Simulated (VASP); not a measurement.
# Al: single point with PBE

Crystal: Al.

```
Al
1.0
    -1.51426    1.51426    1.89480
     1.51426   -1.51426    1.89480
     1.51426    1.51426   -1.89480
Al
1
Direct
  0.00000 0.00000 0.00000
```

This cell differs from its parent crystal: volume 17.379 Å^3 an atom, c/a of the conventional cell 1.2513.

* Program: VASP 6.6.1
* Task: single point
* Functional: PBE
* Potentials or basis: VASP PAW PBE potentials, release 64 (Al)
* Cutoff: 520 eV
* k mesh: 22 × 22 × 22
* Occupations: gaussian, width 0.15 eV
* Spin: no spin polarisation

```
Pressure : -2.9 GPa
```

Stress tensor (GPa, compression positive):
```
-4.48  0.00  0.00
 0.00 -4.48  0.00
 0.00  0.00  0.28
```

Levels at points of the mesh, in eV from the Fermi level:
```tsv
k point	band 1	band 2	band 3	band 4	band 5
(0.00, 0.00, 0.00)	-10.75	12.15	12.15	13.33	13.37
(0.50, 0.00, 0.00)	-4.32	-4.22	9.58	10.01	11.28
(0.50, 0.50, 0.00)	-3.29	-2.37	5.87	5.92	6.66
(0.50, 0.50, 0.50)	-1.48	0.14	4.01	4.01	4.42
```

It took 39 s on 1 thread of Intel(R) Xeon(R) Platinum 8559C (Emerald Rapids), on a shared host, peak memory 0.21 GiB.
